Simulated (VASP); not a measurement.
# Si4BN3 (P3m1) in VASP: a series of runs, part 2 of 2

VASP 6.6.1. Earlier steps stand in the parts before.

## (5) Single point, PBE, collinear spin, ferromagnetic start

This run uses another cell than the first one, of 12.45 Å³/atom, 1.053 times its volume.

Contents of INCAR:

```
PREC = Accurate
ENCUT = 520
EDIFF = 1E-6
ISMEAR = 0
SIGMA = 0.1
LREAL = False
LASPH = True
NELM = 150
ALGO = Normal
ISIF = 2
LWAVE = False
LCHARG = False
ISPIN = 2
MAGMOM = 0 0 0 0 0 1 1 1
LORBIT = 11
GGA = PE
NBANDS = 31
```

Contents of KPOINTS:

```
regular mesh
0
Gamma
  6 6 1
```

Contents of POSCAR:

```
Si4BN3
1.0
    2.7482822016      0.0000000000      0.0000000000
   -1.3741411008      2.3800822034      0.0000000000
    0.0000000000      0.0000000000     15.2258610322
Si B N
4 1 3
Direct
    0.6666666667      0.3333333333      0.4965663973
    0.6666666667      0.3333333333      0.3378063793
    0.3333333333      0.6666666667      0.0418214546
    0.3333333333      0.6666666667      0.2005572623
    0.0000000000      0.0000000000      0.7712765922
    0.3333333333      0.6666666667      0.7715618607
    0.0000000000      0.0000000000      0.5383635207
    0.0000000000      0.0000000000      0.0000465328
```

Potentials or basis: VASP PAW PBE potentials, release 64 (Si, B, N).

The run is started by

```console
$ cat potpaw_PBE.64/Si/POTCAR potpaw_PBE.64/B/POTCAR potpaw_PBE.64/N/POTCAR > POTCAR
$ mpirun -np 1 vasp_std > vasp.out
```

OUTCAR:

```text
PREC = Accurate
   ENCUT = 520
   EDIFF = 1E-6
   ISMEAR = 0
   LREAL = False
   LASPH = True
   NELM = 150
   ISIF = 2
   ISPIN = 2
   LORBIT = 11
   GGA = PE

 ion  position               nearest neighbor table
   1  0.667  0.333  0.497-   7 1.71   7 1.71   7 1.71   2 2.42
   2  0.667  0.333  0.338-   1 2.42   4 2.62   4 2.62   4 2.62
   3  0.333  0.667  0.042-   8 1.71   8 1.71   8 1.71   4 2.42
   4  0.333  0.667  0.201-   3 2.42   2 2.62   2 2.62   2 2.62
   5  0.000  0.000  0.771-   6 1.59   6 1.59   6 1.59
   6  0.333  0.667  0.772-   5 1.59   5 1.59   5 1.59
   7  0.000  0.000  0.538-   1 1.71   1 1.71   1 1.71
   8  0.000  0.000  0.000-   3 1.71   3 1.71   3 1.71

  LATTYP: Found a hexagonal cell.
 ALAT       =     2.7482822016
 C/A-ratio  =     5.5401374078

  Lattice vectors:

 A1 = (   2.7482822016,   0.0000000000,   0.0000000000)
 A2 = (  -1.3741411008,   2.3800822034,   0.0000000000)
 A3 = (   0.0000000000,   0.0000000000,  15.2258610322)

Analysis of symmetry for initial positions (statically):
=====================================================================
[... 650 lines left out ...]

 VOLUME and BASIS-vectors are now :
 -----------------------------------------------------------------------------
  energy-cutoff  :      520.00
  volume of cell :       99.59
      direct lattice vectors                 reciprocal lattice vectors
     2.748282202  0.000000000  0.000000000     0.363863653  0.210076778  0.000000000
    -1.374141101  2.380082203  0.000000000     0.000000000  0.420153555  0.000000000
     0.000000000  0.000000000 15.225861032     0.000000000  0.000000000  0.065677731

 POSITION                                       TOTAL-FORCE (eV/Angst)
 -----------------------------------------------------------------------------------
      1.37414      0.79336      7.56065        -0.000000      0.000000      0.007379
      1.37414      0.79336      5.14339        -0.000000      0.000000     -0.049412
     -0.00000      1.58672      0.63677        -0.000000      0.000000     -0.014871
     -0.00000      1.58672      3.05366        -0.000000      0.000000      0.051596
      0.00000      0.00000     11.74335         0.000000     -0.000000      0.057445
     -0.00000      1.58672     11.74769         0.000000     -0.000000     -0.059988
      0.00000      0.00000      8.19705        -0.000000      0.000000     -0.045620
      0.00000      0.00000      0.00071        -0.000000      0.000000      0.053471
 -----------------------------------------------------------------------------------
    total drift:                                0.000001     -0.000001     -0.000032

  FREE ENERGIE OF THE ION-ELECTRON SYSTEM (eV)
  ---------------------------------------------------
  free  energy   TOTEN  =       -55.9951725457 eV

  energy  without entropy=      -55.9877406038  energy(sigma->0) =      -55.99145657

 total charge

# of ion       s       p       d       tot
------------------------------------------
    1        0.708   1.015   0.000   1.723
    2        0.770   0.794   0.000   1.564
    3        0.708   1.016   0.000   1.723
    4        0.770   0.794   0.000   1.564
    5        0.647   1.096   0.000   1.743
    6        1.195   2.573   0.000   3.767
    7        1.263   2.692   0.000   3.954
    8        1.263   2.692   0.000   3.955
--------------------------------------------------
tot          7.323  12.670   0.000  19.993

 magnetization (x)

# of ion       s       p       d       tot
------------------------------------------
    1        0.000   0.000   0.000   0.000
    2        0.000   0.000   0.000   0.000
    3        0.000   0.000   0.000   0.000
    4        0.000   0.000   0.000   0.000
    5       -0.000  -0.000   0.000  -0.000
    6        0.000   0.000   0.000   0.000
    7       -0.000   0.000   0.000   0.000
    8        0.000   0.000   0.000   0.000
--------------------------------------------------
tot          0.000   0.000   0.000   0.000
```

It took 57 s on 1 thread of Intel Xeon Platinum 8259CL at 2.50GHz (Skylake/Cascade Lake), shared host; peak memory 0.24 GiB.

Results:

| Item | Value |
| --- | --- |
| Free energy | -55.9952 eV |
| Pressure | 0.0 GPa |
| Largest force | 0.060 eV/Å |
| Band gap on the k mesh | zero (filled and empty bands overlap) |
| Net moment | 0.00 μB per cell |
| Valence electrons inside the program's atomic spheres | Si 1.72, 1.56; B 1.74; N 3.77, 3.95, 3.96 |

Forces in eV/Å, atoms in the order of the input:
```
Si   0.000  0.000  0.007
Si   0.000  0.000 -0.049
Si   0.000  0.000 -0.015
Si   0.000  0.000  0.052
B    0.000  0.000  0.057
N    0.000  0.000 -0.060
N    0.000  0.000 -0.046
N    0.000  0.000  0.053
```

Levels at points of the mesh, in eV from the Fermi level:
Spin up:
| k point | band 14 | band 15 | band 16 | band 17 | band 18 | band 19 | band 20 | band 21 |
| --- | --- | --- | --- | --- | --- | --- | --- | --- |
| (0.00, 0.00, 0.00) | -2.02 | -2.02 | -0.56 | 2.92 | 5.40 | 6.28 | 7.64 | 8.04 |
| (0.50, 0.00, 0.00) | -3.76 | -2.68 | -1.89 | -1.12 | 0.71 | 1.69 | 2.68 | 3.77 |
Spin down:
| k point | band 13 | band 14 | band 15 | band 16 | band 17 | band 18 | band 19 | band 20 | band 21 | band 22 |
| --- | --- | --- | --- | --- | --- | --- | --- | --- | --- | --- |
| (0.00, 0.00, 0.00) | -3.40 | -2.02 | -2.02 | -0.56 | 2.92 | 5.40 | 6.28 | 7.64 | 8.04 | 8.27 |
| (0.50, 0.00, 0.00) | -4.16 | -3.76 | -2.68 | -1.89 | -1.12 | 0.71 | 1.69 | 2.68 | 3.77 | 3.95 |

Caveat: the k points lie up to 0.44 Å⁻¹ apart; this functional lacks dispersion, which binds the layers, so the pressure and a relaxed spacing across them are unreliable.

## (6) Single point, PBE

This run uses another cell than the first one, of 12.13 Å³/atom, 1.026 times its volume.

Contents of INCAR:

```
PREC     = Accurate       # precision mode
ENCUT    = 520            # plane-wave cutoff, eV
EDIFF    = 1E-7           # SCF threshold, eV
ISMEAR   = 0              # smearing method
SIGMA    = 0.2            # smearing width, eV
LREAL    = False          # projectors in reciprocal space
LASPH    = True           # aspherical terms in the spheres
NELM     = 100            # most SCF steps
ALGO     = Normal         # electronic algorithm
ISIF     = 2              # what is computed and relaxed
LWAVE    = False          # write WAVECAR
LCHARG   = False          # write CHGCAR
GGA      = PE             # functional
NBANDS   = 27             # bands
```

Contents of KPOINTS:

```
regular mesh
0
Gamma
  12 12 2
```

Contents of POSCAR:

```
Si4BN3
1.0
    2.9384329991      0.0000000000      0.0000000000
   -1.4692164996      2.5447576245      0.0000000000
    0.0000000000      0.0000000000     12.9751328672
Si B N
4 1 3
Direct
    0.3333333333      0.6666666667      0.6758856965
    0.6666666667      0.3333333333      0.0482701696
    0.3333333333      0.6666666667      0.4925242093
    0.6666666667      0.3333333333      0.2312334929
    1.0000000000      0.0000000000      0.3084448178
    0.6666666667      0.3333333333      0.7180444547
    0.3333333333      0.6666666667      0.0068824256
    0.0000000000      0.0000000000      0.4277147337
```

Potentials or basis: VASP PAW PBE potentials, release 64 (Si, B, N).

The run is started by

```console
$ cat potpaw_PBE.64/Si/POTCAR potpaw_PBE.64/B/POTCAR potpaw_PBE.64/N/POTCAR > POTCAR
$ mpirun -np 1 vasp_std > vasp.out
```

Run time: 98 s. Hardware: 1 thread of Intel Xeon Platinum 8259CL at 2.50GHz (Skylake/Cascade Lake), shared host; peak memory 0.26 GiB.

The run converged. Its results:

| Property | Result |
| --- | --- |
| Free energy | -55.7213 eV |
| Pressure | -0.1 GPa |
| Largest force | 0.053 eV/Å |
| Band gap on the k mesh | zero (band 17 reaches 10.09 eV, above the bottom of band 18 at 7.23 eV) |

Forces on the atoms (eV/Å):
```
Si   0.000  0.000  0.018
Si   0.000  0.000 -0.008
Si   0.000  0.000 -0.014
Si   0.000  0.000  0.026
B    0.000  0.000 -0.053
N    0.000  0.000 -0.021
N    0.000  0.000  0.019
N    0.000  0.000  0.033
```

Stress tensor (GPa, compression positive):
```
-0.06  0.00  0.00
 0.00 -0.06  0.00
 0.00  0.00 -0.20
```

Levels at points of the mesh, in eV from the Fermi level:
| k point | band 15 | band 16 | band 17 | band 18 | band 19 | band 20 |
| --- | --- | --- | --- | --- | --- | --- |
| (0.00, 0.00, 0.00) | -3.24 | 0.93 | 1.92 | 2.24 | 2.24 | 2.89 |
| (0.50, 0.00, 0.00) | -3.84 | -3.14 | -1.01 | -0.35 | 0.33 | 1.35 |
| (0.00, 0.00, 0.50) | -2.83 | 0.71 | 2.12 | 2.24 | 2.24 | 2.84 |
| (0.50, 0.00, 0.50) | -3.86 | -3.10 | -0.93 | -0.35 | 0.23 | 1.37 |

## (7) Relaxation of cell and atoms, PBE

This run uses another cell than the first one, of 11.79 Å³/atom, 0.997 times its volume.

Contents of INCAR:

```
SYSTEM = Si4BN3
PREC = Accurate
ENCUT = 600
EDIFF = 1E-6
ISMEAR = 0
SIGMA = 0.2
LREAL = .False.
LASPH = .True.
NELM = 80
ALGO = Normal
ISIF = 3
LWAVE = .False.
LCHARG = .False.
GGA = PE
IBRION = 2
NSW = 36
EDIFFG = -0.08
```

Contents of KPOINTS:

```
Automatic mesh
0
Gamma
  6 6 2
  0 0 0
```

Contents of POSCAR:

```
Si4BN3
1.0
    3.0000000000      0.0000000000      0.0000000000
   -1.5000000000      2.5980762100      0.0000000000
    0.0000000000      0.0000000000     12.1000000000
Si B N
4 1 3
Direct
    0.3333333300      0.6666666700      0.6780000000
    0.6666666700      0.3333333300      0.0410000000
    0.3333333300      0.6666666700      0.4830000000
    0.6666666700      0.3333333300      0.2360000000
    0.0000000000      0.0000000000      0.3100000000
    0.6666666700      0.3333333300      0.7190000000
    0.3333333300      0.6666666700      0.0000000000
    0.0000000000      0.0000000000      0.4420000000
```

Potentials or basis: VASP PAW PBE potentials, release 64 (Si, B, N).

The run is started by

```console
$ cat potpaw_PBE.64/Si/POTCAR potpaw_PBE.64/B/POTCAR potpaw_PBE.64/N/POTCAR > POTCAR
$ mpirun -np 1 vasp_std > vasp.out
```

OUTCAR:

```text
SYSTEM = Si4BN3
   PREC = Accurate
   ENCUT = 600
   EDIFF = 1E-6
   ISMEAR = 0
   LREAL = .False.
   LASPH = .True.
   NELM = 80
   ISIF = 3
   GGA = PE
   IBRION = 2
   NSW = 36
   EDIFFG = -0.08

 ion  position               nearest neighbor table
   1  0.333  0.667  0.678-   6 1.80   6 1.80   6 1.80   3 2.36
   2  0.667  0.333  0.041-   7 1.80   7 1.80   7 1.80   4 2.36
   3  0.333  0.667  0.483-   8 1.80   8 1.80   8 1.80   1 2.36
   4  0.667  0.333  0.236-   5 1.95   5 1.95   5 1.95   2 2.36
   5  0.000  0.000  0.310-   8 1.60   4 1.95   4 1.95   4 1.95
   6  0.667  0.333  0.719-   1 1.80   1 1.80   1 1.80
   7  0.333  0.667  0.000-   2 1.80   2 1.80   2 1.80
   8  0.000  0.000  0.442-   5 1.60   3 1.80   3 1.80   3 1.80

  LATTYP: Found a hexagonal cell.
 ALAT       =     3.0000000000
 C/A-ratio  =     4.0333333333

  Lattice vectors:

 A1 = (   3.0000000000,   0.0000000000,   0.0000000000)
 A2 = (  -1.5000000000,   2.5980762100,   0.0000000000)
[... 304 lines left out ...]

--------------------------------------- Ionic step        9  -------------------------------------------

 number of electron      34.0000003 magnetization

------------------------ aborting loop because EDIFF is reached ----------------------------------------
[... 79 lines left out ...]
--------------------------------------- Ionic step       11  -------------------------------------------

 number of electron      34.0000003 magnetization

 Free energy of the ion-electron system (eV)
  ---------------------------------------------------
  ext. energy  EPLUGINS =         0.00000000
  ---------------------------------------------------
  free energy    TOTEN  =       -55.66935809 eV

  energy without entropy =      -55.61216249  energy(sigma->0) =      -55.64076029

 E-fermi :   8.1121     XC(G=0): -10.4560

 val. band max:        8.0252994389   @ k =   0.3333   0.1667   0.5000
 cond. band min:       8.1901489667   @ k =   0.3333  -0.0000   0.5000
 fundamental gap:      0.1648495278
 Fermi energy:         8.1121483353

 k-point     1 :       0.0000    0.0000    0.0000
  band No.  band energies     occupation
      1     -11.8849      2.00000
      2     -11.2773      2.00000
      3     -11.0423      2.00000
      4      -5.3469      2.00000
      5      -2.9547      2.00000
      6      -0.3483      2.00000
[... 374 lines left out ...]
  FREE ENERGIE OF THE ION-ELECTRON SYSTEM (eV)
  ---------------------------------------------------
  free  energy   TOTEN  =       -55.6693580927 eV

  energy  without entropy=      -55.6121624882  energy(sigma->0) =      -55.64076029

 reached required accuracy - stopping structural energy minimisation
```

OSZICAR:

```text
N       E                     dE             d eps       ncg     rms          rms(c)
DAV:   1     0.152698438712E+03    0.15270E+03   -0.17591E+04   616   0.157E+03
DAV:   2    -0.494064924389E+02   -0.20210E+03   -0.19406E+03   824   0.281E+02
DAV:   3    -0.622497095220E+02   -0.12843E+02   -0.12749E+02   778   0.764E+01
[... 103 lines left out ...]
DAV:   2    -0.556695597532E+02    0.11223E-03   -0.21537E-03   788   0.346E-01    0.660E-02
DAV:   3    -0.556694221609E+02    0.13759E-03   -0.52308E-04   782   0.151E-01    0.493E-02
DAV:   4    -0.556693635885E+02    0.58572E-04   -0.12915E-04   742   0.783E-02    0.172E-02
DAV:   5    -0.556693582859E+02    0.53026E-05   -0.25324E-05   848   0.336E-02    0.558E-03
DAV:   6    -0.556693580927E+02    0.19320E-06   -0.35542E-06   668   0.125E-02
  11 F= -.55669358E+02 E0= -.55640760E+02  d E =-.138308E-02
```

Wall time 3.4 min (1 thread of Intel Xeon Platinum 8259CL at 2.50GHz (Skylake/Cascade Lake), shared host); peak memory 0.24 GiB.

Results:

```
Free energy                            : -55.6694 eV
Relaxed volume                         : 11.93 Å³/atom
Relaxed cell                           : a = 2.937 Å, b = 2.937 Å, c = 12.776 Å, α = 90.00°, β = 90.00°, γ = 120.00°
Space group after relaxing (to 0.05 Å) : P3m1 (No. 156)
Energy gained by relaxing              : 52.2 meV/atom
Ionic steps                            : 11
Pressure after relaxing                : 0.1 GPa
Largest force after relaxing           : 0.046 eV/Å
Band gap on the k mesh                 : zero (band 17 reaches 10.32 eV, above the bottom of band 18 at 7.85 eV)
```

Forces in eV/Å, atoms in the order of the input:
```
Si   0.000  0.000  0.025
Si   0.000  0.000  0.040
Si   0.000  0.000 -0.046
Si   0.000  0.000  0.010
B    0.000  0.000 -0.023
N    0.000  0.000  0.026
N    0.000  0.000  0.009
N    0.000  0.000 -0.040
```

The path:
```csv
step,energy change (eV),largest force (eV/Å),pressure (GPa),volume (Å³)
1,0.0000,1.9371,3.58,94.31
2,-0.2058,0.7356,-3.24,97.95
3,-0.2058,0.7403,-3.30,97.98
4,-0.3201,1.0602,-0.54,96.54
5,-0.3210,1.0100,-0.78,96.65
6,-0.3989,0.5654,0.59,95.37
7,-0.4012,0.5695,0.94,95.11
8,-0.4144,0.2407,-0.68,95.70
9,-0.4166,0.1913,-0.26,95.54
10,-0.4170,0.1421,0.32,95.32
11,-0.4180,0.0458,0.05,95.42
```

Final structure:
```yaml
crystal:
  lattice:
    - [2.93666, 0.00000, 0.00000]
    - [-1.46833, 2.54322, 0.00000]
    - [0.00000, 0.00000, 12.77629]
  atoms:
    - { symbol: Si, position: [0.33333, 0.66667, 0.68066] }
    - { symbol: Si, position: [0.66667, 0.33333, 0.04291] }
    - { symbol: Si, position: [0.33333, 0.66667, 0.49507] }
    - { symbol: Si, position: [0.66667, 0.33333, 0.22898] }
    - { symbol: B, position: [0.00000, 0.00000, 0.30791] }
    - { symbol: N, position: [0.66667, 0.33333, 0.72342] }
    - { symbol: N, position: [0.33333, 0.66667, 0.00099] }
    - { symbol: N, position: [0.00000, 0.00000, 0.42907] }
```

Caveat: the k points lie up to 0.41 Å⁻¹ apart in the final cell; the relaxation stopped at a loose force limit of 0.08 eV/Å, so its end isn't a converged minimum.

## (8) The runs side by side

| task | spin | cell | k mesh | cutoff (eV) | smearing | gap on the mesh (eV) | pressure (GPa) | largest force (eV/Å) |
| --- | --- | --- | --- | --- | --- | --- | --- | --- |
| single point | off | a = 2.940, b = 2.940, c = 12.635 Å, angles 90.0, 90.0, 120.0°, 8 atoms | 6 × 6 × 2 | 520 | gaussian 0.2 eV | none | -0.1 | 0.04 |
| single point | off | a = 2.748, b = 2.748, c = 15.226 Å, angles 90.0, 90.0, 120.0°, 8 atoms | 6 × 6 × 2 | 520 | gaussian 0.2 eV | none | 0.0 | 0.06 |
| single point | collinear, ferromagnetic start | a = 2.748, b = 2.748, c = 15.226 Å, angles 90.0, 90.0, 120.0°, 8 atoms | 6 × 6 × 1 | 520 | gaussian 0.1 eV | none | 0.0 | 0.06 |
| single point | off | a = 2.938, b = 2.938, c = 12.975 Å, angles 90.0, 90.0, 120.0°, 8 atoms | 12 × 12 × 2 | 520 | gaussian 0.2 eV | none | -0.1 | 0.05 |
| relaxation of cell and atoms | off | relaxed from a = 3.000, b = 3.000, c = 12.100 Å, angles 90.0, 90.0, 120.0°, 8 atoms | 6 × 6 × 2 | 600 | gaussian 0.2 eV | none | 0.1 | 0.05 |

Alike in all rows: level PBE; potentials or basis VASP PAW PBE potentials, release 64 (Si, B, N).

Caveats: some runs use coarse meshes; this functional lacks dispersion, which binds the layers, so the pressure and a relaxed spacing across them are unreliable (some runs); the relaxation stopped at a loose force limit of 0.08 eV/Å, so its end isn't a converged minimum (some runs).

Absolute energies hang on the potentials; compare differences alone.
